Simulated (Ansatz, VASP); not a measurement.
## One calculation of LiNbO3, two programs

```
Li Nb O
1.0
     2.59484    1.44195    4.67218
    -2.59484    1.44195    4.67218
     0.00000   -2.88391    4.67218
Li Nb O
2 2 6
Direct
  0.28163 0.28163 0.28163
  0.78163 0.78163 0.78163
  0.00042 0.00042 0.00042
  0.50042 0.50042 0.50042
  0.11059 0.35797 0.72107
  0.72107 0.11059 0.35797
  0.35797 0.72107 0.11059
  0.22107 0.85797 0.61059
  0.85797 0.61059 0.22107
  0.61059 0.22107 0.85797
```

Change from the starting cell: strain -0.0375 x Voigt [0, 1, 0, 0, 0, 0], atoms carried along.

Alike in both runs: task single point; functional PBE; k mesh 6 × 6 × 6; occupations gaussian, width 0.05 eV; no spin polarisation.

|  | VASP | Ansatz |
| --- | --- | --- |
| version | VASP 6.6.1 | Ansatz 0.2.0 |
| potentials or method | VASP PAW PBE potentials, release 64 (Li_sv, Nb_sv, O), cutoff 520 eV | scalar-relativistic, plane waves, PAW |
| valence electrons in the cell | 68 | 68 |

```csv
,VASP,Ansatz,Ansatz less VASP
gap on the k mesh at the Fermi level (eV),3.70,3.71,+0.013
least direct gap on the mesh (eV),3.71,3.72,+0.012
rms of the force components (eV/Å),0.387,0.383,-0.0039
```

Atom by atom the forces differ by 0.011 eV/Å (rms over components).

Noted on VASP's run: the cutoff is under 1.25 times that of the potentials, so the pressure is a little rough.
